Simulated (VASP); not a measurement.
# AlN (P6_3/mmc) in VASP: notebook, part 2 of 2

VASP 6.6.1. The steps go on from the part before.

## (5) Single point, PBEsol

This run uses another cell than the first one, of 9.95 Å³/atom, 1.020 times its volume.

INCAR reads:

```
PREC     = Accurate       # precision mode
ENCUT    = 520            # plane-wave cutoff, eV
EDIFF    = 1E-7           # SCF threshold, eV
ISMEAR   = -1             # smearing method
SIGMA    = 0.05           # smearing width, eV
LREAL    = F              # projectors in reciprocal space
LASPH    = T              # aspherical terms in the spheres
NELM     = 60             # most SCF steps
ALGO     = Normal         # electronic algorithm
ISIF     = 2              # what is computed and relaxed
LWAVE    = F              # write WAVECAR
LCHARG   = F              # write CHGCAR
GGA      = PS             # functional
NBANDS   = 16             # bands
```

KPOINTS reads:

```
Automatic mesh
0
Gamma
  9 9 7
```

POSCAR reads:

```
AlN
1.0
    3.3121157418      0.0000000000      0.0000000000
   -1.6560578709      2.8683763727      0.0000000000
    0.0000000000      0.0000000000      4.1875630000
Al N
2 2
Direct
    0.6666666667      0.3333333333      0.2500000000
    0.3333333333      0.6666666667      0.7500000000
    0.6666666667      0.3333333333      0.7500000000
    0.3333333333      0.6666666667      0.2500000000
```

Potentials or basis: VASP PAW PBE potentials, release 64 (Al, N).

On the command line:

```console
cat potpaw_PBE.64/Al/POTCAR potpaw_PBE.64/N/POTCAR > POTCAR
mpirun -np 1 vasp_std > vasp.out
```

OUTCAR:

```text
PREC = Accurate
   ENCUT = 520
   EDIFF = 1E-7
   ISMEAR = -1
   LREAL = F
   LASPH = T
   NELM = 60
   ISIF = 2
   GGA = PS

 ion  position               nearest neighbor table
   1  0.667  0.333  0.250-   4 1.91   4 1.91   4 1.91   3 2.09   3 2.09   2 2.84   2 2.84   2 2.84
                             2 2.84   2 2.84   2 2.84
   2  0.333  0.667  0.750-   3 1.91   3 1.91   3 1.91   4 2.09   4 2.09   1 2.84   1 2.84   1 2.84
                             1 2.84   1 2.84   1 2.84
   3  0.667  0.333  0.750-   2 1.91   2 1.91   2 1.91   1 2.09   1 2.09
   4  0.333  0.667  0.250-   1 1.91   1 1.91   1 1.91   2 2.09   2 2.09

  LATTYP: Found a hexagonal cell.
 ALAT       =     3.3121157418
 C/A-ratio  =     1.2643166261

  Lattice vectors:

 A1 = (   3.3121157418,   0.0000000000,   0.0000000000)
 A2 = (  -1.6560578709,   2.8683763727,   0.0000000000)
 A3 = (   0.0000000000,   0.0000000000,   4.1875630000)

Analysis of symmetry for initial positions (statically):
=====================================================================
 Subroutine PRICEL returns:
 Original cell was already a primitive cell.

 Routine SETGRP: Setting up the symmetry group for a
[... 178 lines left out ...]
 fundamental gap:      3.1876008000
 Fermi energy:         8.7454960154

 k-point     1 :       0.0000    0.0000    0.0000
  band No.  band energies     occupation
      1      -8.9059      2.00000
      2      -5.2330      2.00000
      3       0.9377      2.00000
      4       4.5764      2.00000
      5       4.5764      2.00000
      6       6.2440      2.00000
[... 433 lines left out ...]
      3       1.2357      2.00000
      4       2.4442      2.00000
      5       2.4442      2.00000
      6       4.9363      2.00000
[... 8 lines left out ...]
     15      18.9371      0.00000
     16      20.6941      0.00000

 [... further k-points ...]

------------------------ aborting loop because EDIFF is reached ----------------------------------------

  FORCE on cell =-STRESS in cart. coord.  units (eV):
  Direction    XX          YY          ZZ          XY          YZ          ZX
  --------------------------------------------------------------------------------------
  -------------------------------------------------------------------------------------
  Total       -0.8026663     -0.8026663     -1.0237722     -0.0000000      0.0000000      0.0000000
  in kB      -32.3253043    -32.3253043    -41.2297725     -0.0000000      0.0000000      0.0000000
  external PRESSURE =     -35.2934604 kB  Pullay stress =       0.0000000 kB

 VOLUME and BASIS-vectors are now :
 -----------------------------------------------------------------------------
  energy-cutoff  :      520.00
  volume of cell :       39.78
      direct lattice vectors                 reciprocal lattice vectors
     3.312115742  0.000000000  0.000000000     0.301921816  0.174314642  0.000000000
    -1.656057871  2.868376373  0.000000000     0.000000000  0.348629284  0.000000000
     0.000000000  0.000000000  4.187563000     0.000000000  0.000000000  0.238802377

 POSITION                                       TOTAL-FORCE (eV/Angst)
 -----------------------------------------------------------------------------------
      1.65606      0.95613      1.04689         0.000000     -0.000000      0.000000
     -0.00000      1.91225      3.14067         0.000000      0.000000      0.000000
      1.65606      0.95613      3.14067        -0.000000     -0.000000      0.000000
     -0.00000      1.91225      1.04689        -0.000000      0.000000      0.000000
 -----------------------------------------------------------------------------------
    total drift:                               -0.000000     -0.000000     -0.000000

  FREE ENERGIE OF THE ION-ELECTRON SYSTEM (eV)
  ---------------------------------------------------
  free  energy   TOTEN  =       -30.9377594269 eV

  energy  without entropy=      -30.9377594269  energy(sigma->0) =      -30.93775943
```

OSZICAR:

```text
N       E                     dE             d eps       ncg     rms          rms(c)
DAV:   1     0.395636822739E+02    0.39564E+02   -0.72959E+03  1536   0.899E+02
DAV:   2    -0.317826807502E+02   -0.71346E+02   -0.63935E+02  2192   0.186E+02
DAV:   3    -0.351149432576E+02   -0.33323E+01   -0.33198E+01  1912   0.414E+01
DAV:   4    -0.351345728533E+02   -0.19630E-01   -0.19628E-01  1856   0.359E+00
DAV:   5    -0.351348267150E+02   -0.25386E-03   -0.25386E-03  1920   0.413E-01    0.112E+01
DAV:   6    -0.310101427751E+02    0.41247E+01   -0.81454E+00  1968   0.213E+01    0.392E+00
DAV:   7    -0.309794941218E+02    0.30649E-01   -0.63655E-01  1792   0.553E+00    0.279E+00
DAV:   8    -0.309450396981E+02    0.34454E-01   -0.96800E-02  1632   0.253E+00    0.842E-01
DAV:   9    -0.309374787336E+02    0.75610E-02   -0.17788E-02  1984   0.104E+00    0.270E-01
DAV:  10    -0.309378543993E+02   -0.37567E-03   -0.20136E-03  1752   0.306E-01    0.176E-01
DAV:  11    -0.309377616408E+02    0.92759E-04   -0.12875E-04  1856   0.865E-02    0.421E-02
DAV:  12    -0.309377598645E+02    0.17763E-05   -0.66358E-06  1832   0.207E-02    0.788E-03
DAV:  13    -0.309377593724E+02    0.49211E-06   -0.25642E-06  2008   0.120E-02    0.412E-03
DAV:  14    -0.309377594269E+02   -0.54558E-07   -0.17039E-07  1128   0.375E-03
   1 F= -.30937759E+02 E0= -.30937759E+02  d E =-.712292E-10
```

Run time: 20 s. Hardware: 1 thread of AMD EPYC 7R13 (Zen 3), shared host; peak memory 0.14 GiB.

What came out:

```
Free energy            : -30.9378 eV
Pressure               : -3.5 GPa
Band gap on the k mesh : 3.19 eV, direct
```

Caveat: the PAW data sets were made with another functional, which shifts forces and pressure a little. PBEsol gaps usually lie below the measured ones, often by a third to a half.

## (6) Overview

```csv
level,potentials or basis,cell,gap on the mesh (eV),pressure (GPa)
LDA,"VASP PAW LDA potentials, release 64 (Al, N)","a = 3.290, b = 3.290, c = 4.159 Å, angles 90.0, 90.0, 120.0°, 4 atoms",3.44,-4.1
PBEsol,"VASP PAW PBE potentials, release 64 (Al, N)","a = 3.290, b = 3.290, c = 4.159 Å, angles 90.0, 90.0, 120.0°, 4 atoms",3.34,0.7
LDA,"VASP PAW LDA potentials, release 64 (Al, N)","a = 3.312, b = 3.312, c = 4.188 Å, angles 90.0, 90.0, 120.0°, 4 atoms",3.28,-8.2
PBEsol,"VASP PAW PBE potentials, release 64 (Al, N)","a = 3.312, b = 3.312, c = 4.188 Å, angles 90.0, 90.0, 120.0°, 4 atoms",3.19,-3.5
```

Alike in all rows: task single point; no spin polarisation; k mesh 9 × 9 × 7; cutoff (eV) 520; smearing fermi-dirac 0.05 eV.

Caveats: the PAW data sets were made with another functional, which shifts forces and pressure a little (some runs).

Total energies depend on the potentials used, so only differences within one code and one set of settings carry meaning.
